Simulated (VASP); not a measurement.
A run of VASP 6.6.1:

File INCAR:

```
SYSTEM = Se
PREC     = Accurate       ! precision mode
ENCUT    = 520            ! plane-wave cutoff, eV
EDIFF    = 1E-6           ! SCF threshold, eV
ISMEAR   = -1             ! smearing method
SIGMA    = 0.03           ! smearing width, eV
LREAL    = .FALSE.        ! projectors in reciprocal space
LASPH    = .TRUE.         ! aspherical terms in the spheres
NELM     = 100            ! most SCF steps
ALGO     = Normal         ! electronic algorithm
ISIF     = 2              ! what is computed and relaxed
LWAVE    = .FALSE.        ! write WAVECAR
LCHARG   = .FALSE.        ! write CHGCAR
GGA      = PE             ! functional
NBANDS   = 16             ! bands
```

File KPOINTS:

```
regular mesh
0
G
  8 8 6
  0 0 0
```

The input POSCAR:

```
Se
1.0
    4.3259394702      0.0000000000      0.0000000000
   -2.1629697351      3.7463734764      0.0000000000
    0.0000000000      0.0000000000      4.9162312139
Se
3
Direct
    0.2170000000      0.0000000000      0.1666666667
    0.0000000000      0.2170000000      0.8333333333
    0.7830000000      0.7830000000      0.5000000000
```

Potentials or basis: VASP PAW PBE potentials, release 64 (Se).

Command:

```console
$ cat potpaw_PBE.64/Se/POTCAR > POTCAR
$ mpirun -np 1 vasp_std > vasp.out
```

Hardware: 1 thread of Intel Xeon 6975P-C, with other jobs on the host.

Question: Estimate the wall time of this run.

Answer: Wall time 34 s on 1 thread of Intel Xeon 6975P-C (shared host), peak memory 0.21 GiB. Counts: scf iterations 12, k points 50.
